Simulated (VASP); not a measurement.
HC8, 9 atoms in the cell. The cell holds a slab with vacuum, 9 atoms: a = 4.931 Å, b = 4.931 Å, c = 17.000 Å, α = 90.00°, β = 90.00°, γ = 120.00°. 

* Program: VASP 6.6.1
* Task: single point
* Functional: PBE
* Dispersion: D3(BJ)
* Potentials or basis: VASP PAW PBE potentials, release 64 (C, H)
* Cutoff: 520 eV
* k mesh: 6 × 6 × 1
* Occupations: gaussian, width 0.1 eV
* Spin: collinear spin
* Starting moments: [0.0, 0.0, 0.0, 0.0, 0.0, 0.0, 0.0, 0.0, 1.0] μB
* Dipole correction: yes
* Further INCAR settings: ALGO = Normal; EDIFF = 1e-07; NBANDS = 30

Potentials or basis: VASP PAW PBE potentials, release 64 (C, H).

The run is started by

```bash
$ cat potpaw_PBE.64/C/POTCAR potpaw_PBE.64/H/POTCAR > POTCAR
$ mpirun -np 1 vasp_std > vasp.out
```

Hardware: 1 thread of Intel(R) Xeon(R) Platinum 8488C (Sapphire Rapids) (shared host).

Problem. How long does it take, and how much memory?

Solution. It took 7.7 min on 1 thread of Intel(R) Xeon(R) Platinum 8488C (Sapphire Rapids), on a shared host, peak memory 0.71 GiB. Counts: scf iterations 30, k points 13.
